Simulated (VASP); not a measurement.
# NiO (P4_2/mnm) in VASP: further runs, part 2 of 2

VASP 6.6.1.

## Step 3: Single point, PBEsol, collinear spin, ferromagnetic start

INCAR

```
SYSTEM = NiO
PREC = Accurate
ENCUT = 520
EDIFF = 1E-6
ISMEAR = 0
SIGMA = 0.1
LREAL = .False.
LASPH = .True.
NELM = 150
ALGO = Normal
ISIF = 2
LWAVE = .False.
LCHARG = .False.
ISPIN = 2
MAGMOM = 1.59 1.59 1.59 1.59 0.42 0.42 0.42 0.42
LORBIT = 11
LMAXMIX = 4
GGA = PS
NBANDS = 46
```

KPOINTS

```
Automatic mesh
0
Gamma
  4 4 6
  0 0 0
```

POSCAR

```
NiO
1.0
    5.5517791848      0.0000000000      0.0000000000
    0.0000000000      5.5517791848      0.0000000000
    0.0000000000      0.0000000000      2.7968647787
Ni O
4 4
Direct
    0.1462130680      0.1462130680      0.5000000000
    0.8537869320      0.8537869320      0.5000000000
    0.6462130680      0.3537869320      0.0000000000
    0.3537869320      0.6462130680      0.0000000000
    0.8044912604      0.1955087396      0.5000000000
    0.1955087396      0.8044912604      0.5000000000
    0.6955087396      0.6955087396      0.0000000000
    0.3044912604      0.3044912604      0.0000000000
```

Potentials or basis: VASP PAW PBE potentials, release 64 (Ni, O).

Run with:

```bash
$ cat potpaw_PBE.64/Ni/POTCAR potpaw_PBE.64/O/POTCAR > POTCAR
$ mpirun -np 1 vasp_std > vasp.out
```

OUTCAR:

```text
SYSTEM = NiO
   PREC = Accurate
   ENCUT = 520
   EDIFF = 1E-6
   ISMEAR = 0
   LREAL = .False.
   LASPH = .True.
   NELM = 150
   ISIF = 2
   ISPIN = 2
   LORBIT = 11
   GGA = PS

 ion  position               nearest neighbor table
   1  0.146  0.146  0.500-   8 1.87   8 1.87   5 1.92   6 1.92   2 2.30
   2  0.854  0.854  0.500-   7 1.87   7 1.87   5 1.92   6 1.92   1 2.30
   3  0.646  0.354  0.000-   5 1.87   5 1.87   8 1.92   7 1.92   4 2.30
   4  0.354  0.646  0.000-   6 1.87   6 1.87   8 1.92   7 1.92   3 2.30
   5  0.804  0.196  0.500-   3 1.87   3 1.87   1 1.92   2 1.92
   6  0.196  0.804  0.500-   4 1.87   4 1.87   1 1.92   2 1.92
   7  0.696  0.696  0.000-   2 1.87   2 1.87   4 1.92   3 1.92
   8  0.304  0.304  0.000-   1 1.87   1 1.87   4 1.92   3 1.92

  LATTYP: Found a simple tetragonal cell.
 ALAT       =     5.5517791848
 C/A-ratio  =     0.5037781017

  Lattice vectors:

 A1 = (   5.5517791848,   0.0000000000,   0.0000000000)
 A2 = (   0.0000000000,   5.5517791848,   0.0000000000)
 A3 = (   0.0000000000,   0.0000000000,   2.7968647787)

Analysis of symmetry for initial positions (statically):
=====================================================================
 Subroutine PRICEL returns:
 Original cell was already a primitive cell.

 Routine SETGRP: Setting up the symmetry group for a
 simple tetragonal supercell.

 Subroutine GETGRP returns: Found 16 space group operations
 (whereof  8 operations were pure point group operations)
 out of a pool of 16 trial point group operations.

The static configuration has the point symmetry D_2h.
 The point group associated with its full space group is D_4h.

Analysis of symmetry for dynamics (positions and initial velocities):
=====================================================================
 Subroutine PRICEL returns:
 Original cell was already a primitive cell.

 Routine SETGRP: Setting up the symmetry group for a
 simple tetragonal supercell.

 Subroutine GETGRP returns: Found 16 space group operations
 (whereof  8 operations were pure point group operations)
 out of a pool of 16 trial point group operations.

The dynamic configuration has the point symmetry D_2h.
 The point group associated with its full space group is D_4h.

Analysis of structural, dynamic, and magnetic symmetry:
=====================================================================
 Subroutine PRICEL returns:
 Original cell was already a primitive cell.

 Routine SETGRP: Setting up the symmetry group for a
 simple tetragonal supercell.

 Subroutine GETGRP returns: Found 16 space group operations
 (whereof  8 operations were pure point group operations)
 out of a pool of 16 trial point group operations.

The overall configuration has the point symmetry D_2h.
 The point group associated with its full space group is D_4h.

 Subroutine INISYM returns: Found 16 space group operations
 (whereof  8 operations are pure point group operations),
 and found     1 'primitive' translations

----------------------------------------------------------------------------------------

                                     Primitive cell
[... 112 lines left out ...]
   PSTRESS=    0.0 pullay stress
   NELECT =      64.0000    total number of electrons
   NUPDOWN=      -1.0000    fix difference up-down
   EMIN   =  10.00;   EMAX   =-10.00  energy-range for DOS
   EFERMI =   0.00;   METHOD = LEGACY
   ISMEAR =     0;   SIGMA  =   0.10  broadening in eV -4-tet -1-fermi 0-gaus
   EFERMI_NEDOS =   21; number of points for ismear=-14 and -15
   IALGO  =     38    algorithm
   IMIX   =      4    mixing-type and parameters
     AMIX     =   0.40;   BMIX     =  1.00
     AMIX_MAG =   1.60;   BMIX_MAG =  1.00
  volume/ion in A,a.u.               =      10.78        72.72
  Fermi-wavevector in a.u.,A,eV,Ry     =   1.482369  2.801270 29.897669  2.197417
  Thomas-Fermi vector in A             =   2.596163
   LORBIT       =     11    0 simple, 1 ext, 2 COOP (PROOUT), +10 PAW based schemes
   GGA     = PS    functional components
   LHFCALC =     F    Hartree Fock is set to
   AEXX    =    0.0000 exact exchange contribution
   IVDW    =     0    specifies the selected vdW correction
   LEPSILON=     F    determine dielectric tensor
   LRPA    =     F    only Hartree local field effects (RPA)
 spin polarized calculation
 Gauss-broadening in eV      SIGMA  =   0.10
  energy-cutoff  :      520.00
  volume of cell :       86.21
 maximum number of plane-waves:      2356
 NGX is ok and might be reduce to    42
   NGX = 21   NGY = 21   NGZ = 11

 number of electron      64.0000011 magnetization       0.1821884

 number of electron      64.0000011 magnetization      -0.0045893

 Free energy of the ion-electron system (eV)
  ---------------------------------------------------
  ext. energy  EPLUGINS =         0.00000000
  ---------------------------------------------------
  free energy    TOTEN  =       -49.70629175 eV

  energy without entropy =      -49.67437822  energy(sigma->0) =      -49.69033498

 E-fermi :   5.9046     XC(G=0): -11.6166

 val. band max:        5.8598902938   @ k =   0.2500   0.0000   0.3333
 cond. band min:       5.9146080688   @ k =   0.2500   0.2500   0.0000
 fundamental gap:      0.0547177750
 Fermi energy:         5.9045975993

 spin component 1

 k-point     1 :       0.0000    0.0000    0.0000
  band No.  band energies     occupation
      1     -14.4990      1.00000
      2     -13.8608      1.00000
      3     -13.8608      1.00000
      4     -13.5975      1.00000
      5      -2.5316      1.00000
      6      -1.1138      1.00000
[... 1117 lines left out ...]
     43      15.5561      0.00000
     44      15.5561      0.00000
 Fermi energy:         5.9045975993

 spin component 2

 k-point     1 :       0.0000    0.0000    0.0000
  band No.  band energies     occupation
      1     -14.4994      1.00000
      2     -13.8612      1.00000
      3     -13.8612      1.00000
      4     -13.5980      1.00000
      5      -2.5319      1.00000
      6      -1.1141      1.00000
[... 1117 lines left out ...]
     43      15.5558      0.00000
     44      15.5558      0.00000
 [bands above 44 left out]

------------------------ aborting loop because EDIFF is reached ----------------------------------------

  FORCE on cell =-STRESS in cart. coord.  units (eV):
  Direction    XX          YY          ZZ          XY          YZ          ZX
  --------------------------------------------------------------------------------------
  -------------------------------------------------------------------------------------
  Total        0.1574876      0.1574876      0.2944983      0.0000000      0.0000000      0.0000000
  in kB        2.9269896      2.9269896      5.4734035      0.0000000      0.0000000      0.0000000
  external PRESSURE =       3.7757942 kB  Pullay stress =       0.0000000 kB

 VOLUME and BASIS-vectors are now :
 -----------------------------------------------------------------------------
  energy-cutoff  :      520.00
  volume of cell :       86.21
      direct lattice vectors                 reciprocal lattice vectors
     5.551779185  0.000000000  0.000000000     0.180122438  0.000000000  0.000000000
     0.000000000  5.551779185  0.000000000     0.000000000  0.180122438  0.000000000
     0.000000000  0.000000000  2.796864779     0.000000000  0.000000000  0.357543206

 POSITION                                       TOTAL-FORCE (eV/Angst)
 -----------------------------------------------------------------------------------
      0.81174      0.81174      1.39843         0.010622      0.010622     -0.000000
      4.74004      4.74004      1.39843        -0.010622     -0.010622      0.000000
      3.58763      1.96415      0.00000         0.010622     -0.010622      0.000000
      1.96415      3.58763      0.00000        -0.010622      0.010622     -0.000000
      4.46636      1.08542      1.39843         0.014491     -0.014491     -0.000000
      1.08542      4.46636      1.39843        -0.014491      0.014491      0.000000
      3.86131      3.86131      0.00000        -0.014491     -0.014491     -0.000000
      1.69047      1.69047      0.00000         0.014491      0.014491      0.000000
 -----------------------------------------------------------------------------------
    total drift:                               -0.000000     -0.000000      0.000000

  FREE ENERGIE OF THE ION-ELECTRON SYSTEM (eV)
  ---------------------------------------------------
  free  energy   TOTEN  =       -49.7062917475 eV

  energy  without entropy=      -49.6743782166  energy(sigma->0) =      -49.69033498

 total charge

# of ion       s       p       d       tot
------------------------------------------
    1        0.419   0.591   8.365   9.375
    2        0.419   0.591   8.365   9.375
    3        0.419   0.591   8.365   9.375
    4        0.419   0.591   8.365   9.375
    5        1.563   3.383   0.000   4.945
    6        1.563   3.383   0.000   4.945
    7        1.563   3.383   0.000   4.945
    8        1.563   3.383   0.000   4.945
--------------------------------------------------
tot          7.928  15.893  33.461  57.282

 magnetization (x)

# of ion       s       p       d       tot
------------------------------------------
    1        0.000  -0.000  -0.001  -0.001
    2        0.000  -0.000  -0.001  -0.001
    3        0.000  -0.000  -0.001  -0.001
    4        0.000  -0.000  -0.001  -0.001
    5       -0.000  -0.000   0.000  -0.000
    6       -0.000  -0.000   0.000  -0.000
    7       -0.000  -0.000   0.000  -0.000
    8       -0.000  -0.000   0.000  -0.000
--------------------------------------------------
tot         -0.000  -0.001  -0.002  -0.003
```

Wall time 2.8 min (1 thread of Intel Xeon 6975P-C (Granite Rapids), shared host); peak memory 0.31 GiB.

Results:

```
Free energy                                           : -49.7063 eV
Pressure                                              : 0.4 GPa
Largest force                                         : 0.020 eV/Å
Band gap on the k mesh                                : zero (filled and empty bands overlap)
Net moment                                            : 0.00 μB per cell
Valence electrons inside the program's atomic spheres : Ni 9.38; O 4.95
```

Forces in eV/Å, atoms in the order of the input:
```
Ni   0.011  0.011  0.000
Ni  -0.011 -0.011  0.000
Ni   0.011 -0.011  0.000
Ni  -0.011  0.011  0.000
O    0.014 -0.014  0.000
O   -0.014  0.014  0.000
O   -0.014 -0.014  0.000
O    0.014  0.014  0.000
```

Levels at points of the mesh, in eV from the Fermi level:
Spin up:
| k point | band 30 | band 31 | band 32 | band 33 | band 34 | band 35 |
| --- | --- | --- | --- | --- | --- | --- |
| (0.00, 0.00, 0.00) | -0.95 | 0.11 | 0.59 | 0.59 | 0.91 | 0.93 |
| (0.50, 0.00, 0.00) | -0.25 | -0.11 | -0.11 | 0.50 | 0.50 | 0.76 |
| (0.50, 0.50, 0.00) | -0.27 | -0.21 | -0.21 | 0.04 | 0.04 | 0.62 |
| (0.00, 0.00, 0.50) | -0.97 | -0.78 | -0.78 | -0.40 | -0.40 | 0.44 |
| (0.50, 0.00, 0.50) | -0.81 | -0.58 | -0.58 | -0.56 | -0.56 | 0.28 |
| (0.50, 0.50, 0.50) | -0.92 | -0.78 | -0.78 | 0.02 | 0.02 | 0.07 |
Spin down:
```csv
k point,band 28,band 29,band 30,band 31,band 32,band 33,band 34,band 35,band 36,band 37
"(0.00, 0.00, 0.00)",-1.17,-0.96,-0.96,0.11,0.59,0.59,0.91,0.93,0.94,0.94
"(0.50, 0.00, 0.00)",-1.32,-0.25,-0.25,-0.11,-0.11,0.50,0.50,0.76,0.76,2.95
"(0.50, 0.50, 0.00)",-0.90,-0.27,-0.27,-0.21,-0.21,0.04,0.04,0.61,0.61,4.05
"(0.00, 0.00, 0.50)",-1.07,-0.98,-0.98,-0.79,-0.79,-0.40,-0.40,0.44,0.44,6.27
"(0.50, 0.00, 0.50)",-0.96,-0.82,-0.82,-0.58,-0.58,-0.56,-0.56,0.27,0.27,6.64
"(0.50, 0.50, 0.50)",-1.01,-0.92,-0.92,-0.78,-0.78,0.02,0.02,0.06,0.06,5.85
```

Caveat: the k points lie up to 0.37 Å⁻¹ apart, too coarse for converged energies and pressures of a metal; the moments typed at the start vanished in this run; the PAW data sets were made with another functional, which shifts forces and pressure a little; semilocal functionals often make such compounds metallic where correlation or magnetic order opens a gap, which also shifts bond lengths. With open d or f shells a metallic result of PBEsol can be an artefact of self-interaction; +U or a hybrid may open a gap.

## Step 4: Relaxation of cell and atoms, PBEsol

INCAR

```
ALGO     = Normal         # electronic algorithm
EDIFF    = 1E-6           # SCF threshold, eV
EDIFFG   = -0.01          # ionic threshold
ENCUT    = 600            # plane-wave cutoff, eV
GGA      = PS             # functional
IBRION   = 2              # ionic algorithm
ISIF     = 3              # what is computed and relaxed
ISMEAR   = 0              # smearing method
LASPH    = True           # aspherical terms in the spheres
LCHARG   = False          # write CHGCAR
LREAL    = False          # projectors in reciprocal space
LWAVE    = False          # write WAVECAR
NELM     = 80             # most SCF steps
NSW      = 80             # ionic steps
PREC     = Accurate       # precision mode
SIGMA    = 0.1            # smearing width, eV
```

KPOINTS

```
k-points
0
Gamma
  6 6 12
```

POSCAR is that of step 3.

Run with:

```bash
$ cat potpaw_PBE.64/Ni/POTCAR potpaw_PBE.64/O/POTCAR > POTCAR
$ mpirun -np 1 vasp_std > vasp.out
```

Run time: 6.8 min. Hardware: 1 thread of Intel Xeon 6975P-C (Granite Rapids), shared host; peak memory 0.38 GiB.

Results (log left out):

```
Free energy                           : -49.6895 eV
Relaxed volume                        : 10.80 Å³/atom
Relaxed cell                          : a = 5.529 Å, b = 5.529 Å, c = 2.827 Å, α = 90.00°, β = 90.00°, γ = 90.00°
Space group after relaxing (to 0.1 Å) : P4_2/mnm (No. 136)
Energy gained by relaxing             : 0.6 meV/atom
Ionic steps                           : 5
Pressure after relaxing               : 0.0 GPa
Largest force after relaxing          : 0.004 eV/Å
Band gap on the k mesh                : zero (bands 32 and 33 overlap by 1.18 eV)
```

Forces in eV/Å, atoms in the order of the input:
```
Ni  -0.002 -0.002  0.000
Ni   0.002  0.002  0.000
Ni  -0.002  0.002  0.000
Ni   0.002 -0.002  0.000
O    0.003 -0.003  0.000
O   -0.003  0.003  0.000
O   -0.003 -0.003  0.000
O    0.003  0.003  0.000
```

Stress tensor (GPa, compression positive):
```
-0.04  0.00  0.00
 0.00 -0.04  0.00
 0.00  0.00  0.04
```

Step by step:
| step | energy change (eV) | largest force (eV/Å) | pressure (GPa) | volume (Å³) |
| --- | --- | --- | --- | --- |
| 1 | 0.0000 | 0.0164 | 0.18 | 86.21 |
| 2 | -0.0024 | 0.0507 | 0.00 | 86.36 |
| 3 | -0.0033 | 0.0837 | -0.21 | 86.50 |
| 4 | -0.0047 | 0.0194 | -0.04 | 86.45 |
| 5 | -0.0048 | 0.0042 | -0.01 | 86.42 |

Final structure:
```yaml
crystal:
  lattice:
    - [5.52886, 0.00000, 0.00000]
    - [0.00000, 5.52886, 0.00000]
    - [0.00000, 0.00000, 2.82728]
  atoms:
    - { symbol: Ni, position: [0.14712, 0.14712, 0.50000] }
    - { symbol: Ni, position: [0.85288, 0.85288, 0.50000] }
    - { symbol: Ni, position: [0.64712, 0.35288, 0.00000] }
    - { symbol: Ni, position: [0.35288, 0.64712, 0.00000] }
    - { symbol: O, position: [0.80411, 0.19589, 0.50000] }
    - { symbol: O, position: [0.19589, 0.80411, 0.50000] }
    - { symbol: O, position: [0.69589, 0.69589, 0.00000] }
    - { symbol: O, position: [0.30411, 0.30411, 0.00000] }
```

Levels at points of the mesh, in eV from the Fermi level:
```
           k point  band 29  band 30  band 31  band 32  band 33  band 34  band 35  band 36
(0.00, 0.00, 0.00)    -0.92    -0.92     0.11     0.61     0.61     0.92     0.94     0.96
(0.50, 0.00, 0.00)    -0.24    -0.24    -0.10    -0.10     0.53     0.53     0.78     0.78
(0.50, 0.50, 0.00)    -0.25    -0.25    -0.20    -0.20     0.08     0.08     0.64     0.64
(0.00, 0.00, 0.50)    -0.99    -0.99    -0.76    -0.76    -0.42    -0.42     0.45     0.45
(0.50, 0.00, 0.50)    -0.79    -0.79    -0.57    -0.57    -0.57    -0.57     0.28     0.28
(0.50, 0.50, 0.50)    -0.95    -0.95    -0.77    -0.77     0.01     0.01     0.07     0.07
```

Caveat: the PAW data sets were made with another functional, which shifts forces and pressure a little; the run has no spin polarisation, though such a crystal can be magnetic; semilocal functionals often make such compounds metallic where correlation or magnetic order opens a gap, which also shifts bond lengths. Spin polarisation is off, so any magnetic state and its effect on volume and gap are missing.

The gap in the log of VASP goes by the Fermi energy; the results here count the filled bands.